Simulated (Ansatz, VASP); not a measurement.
## SnTe in VASP and in Ansatz

```
Sn Te
1.0
     0.00000    3.23541    3.15650
     3.23541    0.00000    3.15650
     3.23541    3.23541    0.00000
Sn Te
1 1
Direct
  0.00000 0.00000 0.00000
  0.50000 0.50000 0.50000
```

Change from the starting cell: strain +0.025 along x and y, +0.000 along z, atoms carried along.

Alike in both runs: task single point; functional PBE; k mesh 10 × 10 × 10; occupations gaussian, width 0.03 eV; no spin polarisation.

```csv
,VASP,Ansatz
version,VASP 6.6.1,Ansatz 0.2.0
potentials or method,"VASP PAW PBE potentials, release 64 (Sn_d, Te), cutoff 520 eV","scalar-relativistic, plane waves, PAW"
valence electrons in the cell,20,30
```

|  | VASP | Ansatz | Ansatz less VASP |
| --- | --- | --- | --- |
| gap on the k mesh at the Fermi level (eV) | 0.03 | 0.03 | +0.001 |
| least direct gap on the mesh (eV) | 0.03 | 0.03 | +0.001 |
| pressure (GPa) | -0.1 | -0.1 | +0.07 |
| traceless stress, the component that is largest in VASP (GPa) | 1.90 | 1.90 | -0.002 |

The functional is the same, so the differences come from potentials, cutoffs and numerics. VASP's potentials hold 20 valence electrons a cell and Ansatz's 30, so a difference there can come from the potentials and not from the codes.

Neither program's run includes spin-orbit coupling.
